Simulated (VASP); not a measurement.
# Ir (Fm-3m) in VASP: a series of runs

Ir is run at these levels: LDA; tasks: single point, relaxation of cell and atoms.

Program: VASP 6.6.1. These are calculated values, not measurements. Logs are shortened: lines on timing, memory, paths and dates and some standing lists are left out, and cuts for length are marked.

### Step 1. The cell of the first run

It takes space group Fm-3m (No. 225, cubic). Conventional cell: a = 3.811 Å, b = 3.811 Å, c = 3.811 Å, α = 90.00°, β = 90.00°, γ = 90.00°. Within 3.6 Å of Ir (site symmetry m-3m) lie 12 Ir at 2.69 Å.

### Step 2. Single point, LDA

INCAR

```
PREC     = Accurate       # precision mode
ENCUT    = 520            # plane-wave cutoff, eV
EDIFF    = 1E-6           # SCF threshold, eV
ISMEAR   = -1             # smearing method
SIGMA    = 0.05           # smearing width, eV
LREAL    = F              # projectors in reciprocal space
LASPH    = T              # aspherical terms in the spheres
NELM     = 100            # most SCF steps
ALGO     = Normal         # electronic algorithm
ISIF     = 2              # what is computed and relaxed
LWAVE    = F              # write WAVECAR
LCHARG   = F              # write CHGCAR
GGA      = CA             # functional
NBANDS   = 10             # bands
```

KPOINTS

```
Automatic mesh
0
Gamma
  23 23 23
```

POSCAR

```
Ir
1.0
    0.0000000000      1.9053930143      1.9053930143
    1.9053930143      0.0000000000      1.9053930143
    1.9053930143      1.9053930143      0.0000000000
Ir
1
Direct
    0.0000000000      0.0000000000      0.0000000000
```

Potentials or basis: VASP PAW LDA potentials, release 64 (Ir).

The run is started by

```sh
cat potpaw_LDA.64/Ir/POTCAR > POTCAR
mpirun -np 1 vasp_std > vasp.out
```

OUTCAR:

```text
PREC = Accurate
   ENCUT = 520
   EDIFF = 1E-6
   ISMEAR = -1
   LREAL = F
   LASPH = T
   NELM = 100
   ISIF = 2
   GGA = CA

 ion  position               nearest neighbor table
   1  0.000  0.000  0.000-

  LATTYP: Found a face centered cubic cell.
 ALAT       =     3.8107860286

  Lattice vectors:

 A1 = (   0.0000000000,   1.9053930143,   1.9053930143)
 A2 = (   1.9053930143,   0.0000000000,   1.9053930143)
 A3 = (   1.9053930143,   1.9053930143,   0.0000000000)

Analysis of symmetry for initial positions (statically):
=====================================================================
 Subroutine PRICEL returns:
 Original cell was already a primitive cell.

 Routine SETGRP: Setting up the symmetry group for a
 face centered cubic supercell.

 Subroutine GETGRP returns: Found 48 space group operations
 (whereof 48 operations were pure point group operations)
 out of a pool of 48 trial point group operations.

The static configuration has the point symmetry O_h .

Analysis of symmetry for dynamics (positions and initial velocities):
=====================================================================
 Subroutine PRICEL returns:
 Original cell was already a primitive cell.

 Routine SETGRP: Setting up the symmetry group for a
 face centered cubic supercell.

 Subroutine GETGRP returns: Found 48 space group operations
 (whereof 48 operations were pure point group operations)
 out of a pool of 48 trial point group operations.

The dynamic configuration has the point symmetry O_h .

 Subroutine INISYM returns: Found 48 space group operations
 (whereof 48 operations are pure point group operations),
 and found     1 'primitive' translations

----------------------------------------------------------------------------------------

                                     Primitive cell

  volume of cell :      13.8351

  direct lattice vectors                    reciprocal lattice vectors
     0.000000000  1.905393014  1.905393014    -0.262413054  0.262413054  0.262413054
     1.905393014  0.000000000  1.905393014     0.262413054 -0.262413054  0.262413054
     1.905393014  1.905393014  0.000000000     0.262413054  0.262413054 -0.262413054

  length of vectors
     2.694632642  2.694632642  2.694632642     0.454512742  0.454512742  0.454512742

  position of ions in fractional coordinates (direct lattice)
     0.000000000  0.000000000  0.000000000

  ion indices of the primitive-cell ions
   primitive index   ion index
                 1           1

----------------------------------------------------------------------------------------

 KPOINTS: Automatic mesh

Automatic generation of k-mesh.
 Grid dimensions read from file:
 generate k-points for:   23   23   23

 Generating k-lattice:

  Cartesian coordinates                     Fractional coordinates (reciprocal lattice)
    -0.011409263  0.011409263  0.011409263     0.043478261  0.000000000  0.000000000
     0.011409263 -0.011409263  0.011409263     0.000000000  0.043478261  0.000000000
     0.011409263  0.011409263 -0.011409263     0.000000000  0.000000000  0.043478261

  Length of vectors
     0.019761424  0.019761424  0.019761424

  Shift w.r.t. Gamma in fractional coordinates (k-lattice)
     0.000000000  0.000000000  0.000000000

 Subroutine IBZKPT returns following result:
 ===========================================

 Found    364 irreducible k-points:

 Following reciprocal coordinates:
            Coordinates               Weight
  0.000000  0.000000  0.000000      1.000000
  0.043478  0.000000  0.000000      8.000000
  0.086957  0.000000  0.000000      8.000000
  0.130435  0.000000  0.000000      8.000000
  0.173913  0.000000  0.000000      8.000000
  0.217391  0.000000  0.000000      8.000000
[... 16 lines left out ...]
  0.478261  0.043478  0.000000     24.000000
 -0.478261  0.043478  0.000000     24.000000
 [... further k-points ...]
   k-points           NKPTS =    364   k-points in BZ     NKDIM =    364   number of bands    NBANDS=     10
   number of dos      NEDOS =    301   number of ions     NIONS =      1
   total plane-waves  NPLWV =   8000
   dimension x,y,z NGX =    20 NGY =   20 NGZ =   20
   dimension x,y,z NGXF=    40 NGYF=   40 NGZF=   40
   ions per type =               1
   NGX,Y,Z   is equivalent  to a cutoff of  12.34, 12.34, 12.34 a.u.
   NGXF,Y,Z  is equivalent  to a cutoff of  24.68, 24.68, 24.68 a.u.
 SYSTEM =  unknown system
   PREC   = accura    normal or accurate (medium, high low for compatibility)
   ISTART =      0    job   : 0-new  1-cont  2-samecut
   ICHARG =      2    charge: 1-file 2-atom 10-const
   ISPIN  =      1    spin polarized calculation?
   LNONCOLLINEAR =      F non collinear calculations
   LSORBIT =      F    spin-orbit coupling
   LASPH  =      T    aspherical Exc in radial PAW
   ENCUT  =  520.0 eV  38.22 Ry    6.18 a.u.   5.01  5.01  5.01*2*pi/ulx,y,z
   NELM   =    100;   NELMIN=  2; NELMDL= -5     # of ELM steps
   EDIFF  = 0.1E-05   stopping-criterion for ELM
   LREAL  =      F    real-space projection
   EDIFFG = 0.1E-04   stopping-criterion for IOM
   NSW    =      0    number of steps for IOM
   IBRION =     -1    ionic relax: 0-MD 1-quasi-New 2-CG
   NFREE  =      0    steps in history (QN), initial steepest desc. (CG)
   ISIF   =      2    stress and relaxation
   ISYM   =      2    0-nonsym 1-usesym 2-fastsym
   POTIM  = 0.5000    time-step for ionic-motion
   TEBEG  =    0.0;   TEEND  =   0.0 temperature during run
   PSTRESS=    0.0 pullay stress
   NELECT =       9.0000    total number of electrons
   NUPDOWN=      -1.0000    fix difference up-down
   EMIN   =  10.00;   EMAX   =-10.00  energy-range for DOS
   EFERMI =   0.00;   METHOD = LEGACY
   ISMEAR =    -1;   SIGMA  =   0.05  broadening in eV -4-tet -1-fermi 0-gaus
   EFERMI_NEDOS =   21; number of points for ismear=-14 and -15
   IALGO  =     38    algorithm
   IMIX   =      4    mixing-type and parameters
     AMIX     =   0.40;   BMIX     =  1.00
     AMIX_MAG =   1.60;   BMIX_MAG =  1.00
  volume/ion in A,a.u.               =      13.84        93.36
  Fermi-wavevector in a.u.,A,eV,Ry     =   1.418495  2.680567 27.376659  2.012128
  Thomas-Fermi vector in A             =   2.539614
   LORBIT       =      0    0 simple, 1 ext, 2 COOP (PROOUT), +10 PAW based schemes
   GGA     = CA    functional components
   LHFCALC =     F    Hartree Fock is set to
   AEXX    =    0.0000 exact exchange contribution
   IVDW    =     0    specifies the selected vdW correction
   LEPSILON=     F    determine dielectric tensor
   LRPA    =     F    only Hartree local field effects (RPA)
 non-spin polarized calculation
  energy-cutoff  :      520.00
  volume of cell :       13.84
 maximum number of plane-waves:       381
   NGX =  9   NGY =  9   NGZ =  9

 number of electron       9.0000001 magnetization

 Free energy of the ion-electron system (eV)
  ---------------------------------------------------
  ext. energy  EPLUGINS =         0.00000000
  ---------------------------------------------------
  free energy    TOTEN  =       -10.33080656 eV

  energy without entropy =      -10.32462499  energy(sigma->0) =      -10.32771577

 E-fermi :  10.6801     XC(G=0): -14.2689

 val. band max:       10.6681746553   @ k =  -0.3043   0.3478   0.0435
 cond. band min:      10.6859251969   @ k =  -0.2609   0.3043   0.1304
 fundamental gap:      0.0177505415
 Fermi energy:        10.6800700345

 k-point     1 :       0.0000    0.0000    0.0000
  band No.  band energies     occupation
      1      -0.6390      2.00000
      2       6.6537      2.00000
      3       6.6537      2.00000
      4       6.6537      2.00000
      5       9.4782      2.00000
      6       9.4782      2.00000
      7      25.0045      0.00000
      8      30.6777      0.00000
      9      30.6777      0.00000
     10      30.6777      0.00000

 k-point     2 :       0.0435    0.0000    0.0000
  band No.  band energies     occupation
      1      -0.5523      2.00000
      2       6.6062      2.00000
      3       6.6923      2.00000
      4       6.6923      2.00000
      5       9.4523      2.00000
      6       9.4523      2.00000
      7      25.1574      0.00000
      8      30.1971      0.00000
      9      30.8224      0.00000
     10      30.8224      0.00000

 k-point     3 :       0.0870    0.0000    0.0000
  band No.  band energies     occupation
      1      -0.2976      2.00000
      2       6.4767      2.00000
      3       6.7994      2.00000
      4       6.7994      2.00000
      5       9.3867      2.00000
      6       9.3867      2.00000
      7      25.5938      0.00000
      8      29.1461      0.00000
      9      31.2483      0.00000
     10      31.2483      0.00000

 k-point     4 :       0.1304    0.0000    0.0000
  band No.  band energies     occupation
      1       0.1071      2.00000
      2       6.3021      2.00000
      3       6.9468      2.00000
      4       6.9468      2.00000
      5       9.3199      2.00000
      6       9.3199      2.00000
      7      26.2334      0.00000
      8      27.9584      0.00000
      9      31.9318      0.00000
     10      31.9318      0.00000

 k-point     5 :       0.1739    0.0000    0.0000
  band No.  band energies     occupation
      1       0.6261      2.00000
      2       6.1411      2.00000
      3       7.0822      2.00000
      4       7.0822      2.00000
      5       9.3161      2.00000
      6       9.3161      2.00000
      7      26.5463      0.00000
      8      27.1732      0.00000
      9      32.8337      0.00000
     10      32.8337      0.00000

 k-point     6 :       0.2174    0.0000    0.0000
  band No.  band energies     occupation
      1       1.1967      2.00000
      2       6.0755      2.00000
      3       7.1423      2.00000
      4       7.1423      2.00000
      5       9.4472      2.00000
      6       9.4472      2.00000
      7      25.4749      0.00000
      8      27.6064      0.00000
      9      33.8881      0.00000
     10      33.8881      0.00000
[... 183 lines left out ...]
 k-point    21 :       0.3913    0.0435    0.0000
  band No.  band energies     occupation
      1       2.4217      2.00000
      2       6.6761      2.00000
      3       6.8364      2.00000
      4       7.7974      2.00000
      5      10.9174      0.01720
      6      11.1613      0.00013
      7      20.7994      0.00000
      8      25.6298      0.00000
      9      31.6827      0.00000
     10      32.5890      0.00000

 k-point    22 :       0.4348    0.0435    0.0000
  band No.  band energies     occupation
      1       2.4374      2.00000
      2       6.5636      2.00000
      3       6.7218      2.00000
      4       8.6745      2.00000
      5      11.4655      0.00000
      6      11.4800      0.00000
      7      19.4553      0.00000
      8      25.0830      0.00000
      9      30.9509      0.00000
     10      31.5289      0.00000

 k-point    23 :       0.4783    0.0435    0.0000
  band No.  band energies     occupation
      1       2.4285      2.00000
      2       6.4998      2.00000
      3       6.6463      2.00000
      4       9.3423      2.00000
      5      11.6412      0.00000
      6      11.9052      0.00000
      7      18.4622      0.00000
      8      24.7785      0.00000
      9      30.5858      0.00000
     10      30.7868      0.00000

 k-point    24 :      -0.4783    0.0435    0.0000
  band No.  band energies     occupation
      1       2.4248      2.00000
      2       6.4905      2.00000
      3       6.6196      2.00000
      4       9.5474      2.00000
      5      11.6075      0.00000
      6      12.0959      0.00000
      7      18.1753      0.00000
      8      24.7041      0.00000
      9      30.4416      0.00000
     10      30.6473      0.00000

 [... further k-points ...]
[... 5 lines left out ...]
  --------------------------------------------------------------------------------------
  -------------------------------------------------------------------------------------
  Total        0.2290422      0.2290422      0.2290422      0.0000000      0.0000000      0.0000000
  in kB       26.5242109     26.5242109     26.5242109      0.0000000      0.0000000      0.0000000
  external PRESSURE =      26.5242109 kB  Pullay stress =       0.0000000 kB

 VOLUME and BASIS-vectors are now :
 -----------------------------------------------------------------------------
  energy-cutoff  :      520.00
  volume of cell :       13.84
      direct lattice vectors                 reciprocal lattice vectors
     0.000000000  1.905393014  1.905393014    -0.262413054  0.262413054  0.262413054
     1.905393014  0.000000000  1.905393014     0.262413054 -0.262413054  0.262413054
     1.905393014  1.905393014  0.000000000     0.262413054  0.262413054 -0.262413054

 POSITION                                       TOTAL-FORCE (eV/Angst)
 -----------------------------------------------------------------------------------
      0.00000      0.00000      0.00000         0.000000      0.000000      0.000000
 -----------------------------------------------------------------------------------
    total drift:                                0.000000      0.000000     -0.000000

  FREE ENERGIE OF THE ION-ELECTRON SYSTEM (eV)
  ---------------------------------------------------
  free  energy   TOTEN  =       -10.3308065555 eV

  energy  without entropy=      -10.3246249888  energy(sigma->0) =      -10.32771577
```

It took 46 s on 1 thread of Intel Xeon 8259CL, shared host; peak memory 0.17 GiB.

Results:

```
Free energy            : -10.3308 eV
Pressure               : 2.7 GPa
Band gap on the k mesh : zero (an odd number of electrons rules out a gap without spin polarisation)
```

Caveat: spin-orbit coupling is left out, which moves the levels of the heavy elements.

### Step 3. Relaxation of cell and atoms, LDA

This run uses another cell than the first one, of 14.15 Å³/atom.

INCAR

```
SYSTEM = Ir
  PREC = Accurate
  ENCUT = 600
  EDIFF = 1E-6
  ISMEAR = -1
  SIGMA = 0.05
  LREAL = .FALSE.
  LASPH = .TRUE.
  NELM = 60
  ALGO = Normal
  ISIF = 3
  LWAVE = .FALSE.
  LCHARG = .FALSE.
  GGA = CA
  IBRION = 2
  NSW = 100
  EDIFFG = -0.003
```

KPOINTS

```
Automatic mesh
0
G
  23 23 23
  0 0 0
```

POSCAR

```
Ir
1.0
    0.0000000000      1.9197000000      1.9197000000
    1.9197000000      0.0000000000      1.9197000000
    1.9197000000      1.9197000000      0.0000000000
Ir
1
Direct
    0.0000000000      0.0000000000      0.0000000000
```

Potentials or basis: VASP PAW LDA potentials, release 64 (Ir).

The run is started by

```sh
cat potpaw_LDA.64/Ir/POTCAR > POTCAR
mpirun -np 1 vasp_std > vasp.out
```

OUTCAR:

```text
SYSTEM = Ir
   PREC = Accurate
   ENCUT = 600
   EDIFF = 1E-6
   ISMEAR = -1
   LREAL = .FALSE.
   LASPH = .TRUE.
   NELM = 60
   ISIF = 3
   GGA = CA
   IBRION = 2
   NSW = 100
   EDIFFG = -0.003

 ion  position               nearest neighbor table
   1  0.000  0.000  0.000-

  LATTYP: Found a face centered cubic cell.
 ALAT       =     3.8394000000

  Lattice vectors:

 A1 = (   0.0000000000,   1.9197000000,   1.9197000000)
 A2 = (   1.9197000000,   0.0000000000,   1.9197000000)
 A3 = (   1.9197000000,   1.9197000000,   0.0000000000)

Analysis of symmetry for initial positions (statically):
=====================================================================
 Subroutine PRICEL returns:
 Original cell was already a primitive cell.
[... 280 lines left out ...]
  free energy    TOTEN  =       -10.33173594 eV

  energy without entropy =      -10.32548626  energy(sigma->0) =      -10.32861110

 E-fermi :  10.5587     XC(G=0): -14.2300

 val. band max:       10.5469312275   @ k =  -0.3043   0.3478   0.0435
 cond. band min:      10.5646583190   @ k =  -0.2609   0.3043   0.1304
 fundamental gap:      0.0177270915
 Fermi energy:        10.5586853525

 k-point     1 :       0.0000    0.0000    0.0000
  band No.  band energies     occupation
      1      -0.6873      2.00000
      2       6.5739      2.00000
      3       6.5739      2.00000
      4       6.5739      2.00000
      5       9.3686      2.00000
      6       9.3686      2.00000
      7      24.8990      0.00000
      8      30.5312      0.00000
[... 243 lines left out ...]
 k-point    24 :      -0.4783    0.0435    0.0000
  band No.  band energies     occupation
      1       2.3759      2.00000
      2       6.4137      2.00000
      3       6.5414      2.00000
      4       9.4430      2.00000
      5      11.4745      0.00000
      6      11.9616      0.00000
      7      17.9833      0.00000
      8      24.5948      0.00000

 [... further k-points ...]
[... 5 lines left out ...]
  --------------------------------------------------------------------------------------
  -------------------------------------------------------------------------------------
  Total       -0.0014147     -0.0014147     -0.0014147      0.0000000      0.0000000      0.0000000
  in kB       -0.1627270     -0.1627270     -0.1627270      0.0000000      0.0000000      0.0000000
  external PRESSURE =      -0.1627270 kB  Pullay stress =       0.0000000 kB
[... 16 lines left out ...]
  FREE ENERGIE OF THE ION-ELECTRON SYSTEM (eV)
  ---------------------------------------------------
  free  energy   TOTEN  =       -10.3317359355 eV

  energy  without entropy=      -10.3254862650  energy(sigma->0) =      -10.32861110

 reached required accuracy - stopping structural energy minimisation
```

It took 97 s on 1 thread of Intel Xeon 8259CL, shared host; peak memory 0.2 GiB.

Results:

```yaml
Free_energy: -10.3317 eV
Relaxed_volume: 13.93 Å³/atom
Relaxed_cell: a = 2.701 Å, b = 2.701 Å, c = 2.701 Å, α = 60.00°, β = 60.00°, γ = 60.00°
Space_group_after_relaxing_to_0.1_Å: Fm-3m (No. 225)
Energy_gained_by_relaxing: 4.3 meV/atom
Ionic_steps: 4
Pressure_after_relaxing: 0.0 GPa
Band_gap_on_the_k_mesh: zero (an odd number of electrons rules out a gap without spin polarisation)
```

The path:
| step | energy change (eV) | largest force (eV/Å) | pressure (GPa) | volume (Å³) |
| --- | --- | --- | --- | --- |
| 1 | 0.0000 | 0.0000 | -6.13 | 14.15 |
| 2 | 0.0715 | 0.0000 | 30.18 | 13.07 |
| 3 | -0.0043 | 0.0000 | -0.18 | 13.93 |
| 4 | -0.0043 | 0.0000 | -0.02 | 13.93 |

Final structure:
```
Ir
1.0
     0.00000    1.90967    1.90967
     1.90967    0.00000    1.90967
     1.90967    1.90967    0.00000
Ir
1
Direct
  0.00000 0.00000 0.00000
```

Levels at points of the mesh, in eV from the Fermi level:
```csv
k point,band 1,band 2,band 3,band 4,band 5,band 6,band 7,band 8
"(0.00, 0.00, 0.00)",-11.25,-3.98,-3.98,-3.98,-1.19,-1.19,14.34,19.97
```

Caveat: spin-orbit coupling is left out, which moves the levels of the heavy elements. LDA usually gives volumes a few per cent too small.
